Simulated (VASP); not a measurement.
Si, 2 atoms in the cell. Symmetry: P6_3/mmc, No. 194, hexagonal system. Conventional cell: a = 2.769 Å, b = 2.769 Å, c = 4.522 Å, α = 90.00°, β = 90.00°, γ = 120.00°. Within 3.6 Å of Si (site symmetry -6m2) lie 12 Si at 2.77 Å. 

```yaml
Program: VASP 6.6.1
Task: relaxation of cell and atoms
Functional: revPBE
Potentials_or_basis: VASP PAW PBE potentials, release 64 (Si)
Cutoff: 600 eV
k_mesh: 13 × 13 × 7
Occupations: fermi-dirac, width 0.1 eV
Spin: no spin polarisation
Dipole_correction: no
Further_INCAR_settings: ALGO = Normal; EDIFF = 1e-06; IBRION = 2; EDIFFG = -0.01; NSW = 80; ISIF = 3
```

Potentials or basis: VASP PAW PBE potentials, release 64 (Si).

Run with:

```console
$ cat potpaw_PBE.64/Si/POTCAR > POTCAR
$ mpirun -np 1 vasp_std > vasp.out
```

Hardware: 1 thread of AMD EPYC 9R45 96-Core Processor (Zen 5), on a shared host.

Problem. Estimate the wall time of this run.

Solution. It took 44 s on 1 thread of AMD EPYC 9R45 96-Core Processor (Zen 5) (shared host), peak memory 0.13 GiB. Counts: scf iterations 48, k points 84, ion steps 9.
